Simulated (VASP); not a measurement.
# NaCl: single point with PBEsol+D3(BJ)

NaCl:

```xyz
2
Lattice="0.0000 2.7551 2.7551 2.7551 0.0000 2.7551 2.7551 2.7551 0.0000" Properties=species:S:1:pos:R:3 pbc="T T T"
Cl    2.7551    2.7551    2.7551
Na    0.0000    0.0000    0.0000
```

- Program: VASP 6.6.1
- Task: single point
- Functional: PBEsol
- Dispersion: D3(BJ)
- Potentials or basis: VASP PAW PBE potentials, release 64 (Cl, Na_pv)
- Cutoff: 520 eV
- k mesh: 8 × 8 × 8
- Occupations: fermi-dirac, width 0.05 eV
- Spin: no spin polarisation
- Dipole correction: no
- Further INCAR settings: ALGO = Normal; EDIFF = 1e-06; NBANDS = 14

| Property | Result |
| --- | --- |
| Pressure | -0.1 GPa |
| Band gap on the k mesh | 5.20 eV |
| Dispersion energy per atom | -0.206 eV |

Levels at points of the mesh, in eV from the valence-band top:
```
           k point  band 3  band 4  band 5  band 6  band 7  band 8  band 9  band 10  band 11  band 12
(0.00, 0.00, 0.00)  -20.53  -12.82    0.00    0.00    0.00    5.20   11.06    11.06    11.06    13.37
(0.50, 0.00, 0.00)  -20.53  -12.39   -2.20   -0.31   -0.31    7.19   11.02    11.02    11.07    15.29
(0.50, 0.50, 0.00)  -20.54  -12.34   -1.90   -0.68   -0.68    7.63    7.82    11.63    15.24    15.24
```

Wall time 26 s on 1 thread of Intel Xeon 8259CL, with other jobs on the host, peak memory 0.17 GiB.

Caveat: three body term missing; the PAW data sets were made with another functional, which shifts forces and pressure a little.
